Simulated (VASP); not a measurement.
Input of a VASP 6.6.1 run:

The input POSCAR:

```
TePb
1.0
    0.0000000000      3.2629921796      3.2629921796
    3.2629921796      0.0000000000      3.2629921796
    3.2629921796      3.2629921796      0.0000000000
Pb Te
1 1
Direct
    0.0000000000      0.0000000000      0.0000000000
    0.5000000000      0.5000000000      0.5000000000
```

File INCAR.step1:

```
ALGO = Normal
EDIFF = 1E-5
EFERMI = MIDGAP
ENCUT = 540
GGA = PE
GGA_COMPAT = False
ISIF = 2
ISMEAR = 0
KPAR = 8
LASPH = True
LCHARG = False
LREAL = False
LWAVE = True
NELM = 120
PREC = Accurate
SIGMA = 0.03
```

File INCAR.step2:

```
AEXX = 0.25
ALGO = Normal
EDIFF = 1E-7
EDIFFG = -0.002
EFERMI = MIDGAP
ENCUT = 540
GGA = PE
GGA_COMPAT = False
IBRION = 2
ISIF = 3
ISMEAR = 0
KPAR = 8
LASPH = True
LCHARG = False
LHFCALC = True
LREAL = False
LWAVE = True
NELM = 120
NELMIN = 4
NSW = 80
PREC = Accurate
PRECFOCK = Normal
SIGMA = 0.03
```

INCAR.step4

```
AEXX = 0.25
ALGO = Normal
EDIFF = 1E-7
EFERMI = MIDGAP
ENCUT = 540
GGA = PE
GGA_COMPAT = False
ISIF = 2
ISMEAR = 0
KPAR = 8
LASPH = True
LCHARG = False
LHFCALC = True
LREAL = False
LWAVE = False
NELM = 120
PREC = Accurate
PRECFOCK = Normal
SIGMA = 0.03
```

Contents of KPOINTS:

```
Automatic mesh
0
Gamma
  6 6 6
  0 0 0
```

Potentials or basis: VASP PAW PBE potentials, release 64 (Pb_d, Te).

The run is started by

```console
$ cat potpaw_PBE.64/Pb_d/POTCAR potpaw_PBE.64/Te/POTCAR > POTCAR
$ cp INCAR.step1 INCAR
$ cp POSCAR.step1 POSCAR
$ mpirun -np 8 vasp_std > vasp.out
$ cp INCAR.step2 INCAR
$ mpirun -np 8 vasp_std > vasp.out
$ cp CONTCAR POSCAR
$ mpirun -np 8 vasp_std > vasp.out
$ cp CONTCAR POSCAR
$ cp INCAR.step4 INCAR
$ mpirun -np 8 vasp_std > vasp.out
```

(1) Predict the space group after relaxing (to 0.1 Å).

(2) What does it give for the relaxed volume?

(3) What does it give for the relaxed cell?

(4) What does it give for the band gap on the k mesh?

Results:

(1) Fm-3m (No. 225).

(2) 34.47 Å³/atom.

(3) a = 4.603 Å, b = 4.603 Å, c = 4.603 Å, α = 60.00°, β = 60.00°, γ = 60.00°.

(4) 1.71 eV.

Caveat: the PAW data sets were made with another functional, which shifts forces and pressure a little; spin-orbit coupling is left out, which moves the levels of the heavy elements.
